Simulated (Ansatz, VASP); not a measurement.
# Pb in VASP and in Ansatz

```
Pb
1.0
    -2.07864    2.07864    1.88068
     2.07864   -2.07864    1.88068
     2.07864    2.07864   -1.88068
Pb
1
Cartesian
  0.0000 0.0000 0.0000
```

Change from the starting cell: strain +0.050 along x and y, -0.050 along z, atoms carried along.

Alike in both runs: task single point; functional LDA; k mesh 18 × 18 × 18; occupations gaussian, width 0.15 eV; no spin polarisation.

|  | VASP | Ansatz |
| --- | --- | --- |
| version | VASP 6.6.1 | Ansatz 0.2.0 |
| potentials or method | VASP PAW LDA potentials, release 64 (Pb_d), cutoff 520 eV | scalar-relativistic, plane waves, PAW |
| valence electrons in the cell | 14 | 14 |

|  | VASP | Ansatz | Ansatz less VASP |
| --- | --- | --- | --- |
| gap on the k mesh at the Fermi level (eV) | none | none | - |
| pressure (GPa) | -4.5 | -4.5 | -0.05 |
| traceless stress, the component that is largest in VASP (GPa) | -0.75 | -0.76 | -0.007 |

LDA's correlation is that of Perdew and Zunger in VASP and of Perdew and Wang (1992) in Ansatz. A gap of «none» marks a metal or a gap that the smearing closes.

Spin-orbit coupling is off throughout.
